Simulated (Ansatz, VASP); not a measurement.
## Ge2RuW4 in VASP and in Ansatz

```
CELL_PARAMETERS angstrom
4.50195 0.00000 0.00000
-2.25097 3.89880 0.00000
0.00000 0.00000 7.63656
ATOMIC_POSITIONS crystal
Ge 0.33333 0.66667 0.00000
Ge 0.66667 0.33333 0.00000
Ru 0.00000 0.00000 0.00000
W 0.33333 0.66667 0.67093
W 0.33333 0.66667 0.32907
W 0.66667 0.33333 0.32907
W 0.66667 0.33333 0.67093
```

Alike in both runs: functional PBE; k mesh 5 × 5 × 2; occupations gaussian, width 0.2 eV; no spin polarisation.

Ansatz relaxed the structure, and its values are those at the end. VASP's run is a single point on that final structure, the one shown.

```csv
,VASP,Ansatz
version,VASP 6.6.1,Ansatz 0.2.0
potentials or method,"VASP PAW PBE potentials, release 64 (Ge_d, Ru_pv, W_sv), cutoff 520 eV","scalar-relativistic, plane waves, PAW"
valence electrons in the cell,98,100
```

VASP gave:

| Item | Value |
| --- | --- |
| gap on the k mesh at the Fermi level (eV) | none |
| pressure (GPa) | 0.2 |
| rms of the force components (eV/Å) | 0.007 |

Task: What did Ansatz give for the same quantities?

Result: gap on the k mesh at the Fermi level (eV): none; pressure (GPa): -0.1; rms of the force components (eV/Å): 0.014.

A gap of «none» marks a metal or a gap that the smearing closes. VASP's potentials hold 98 valence electrons a cell and Ansatz's 100, so a difference there can come from the potentials and not from the codes.

The k mesh is coarse, so the values compare programs but aren't converged. Spin-orbit coupling is off throughout.
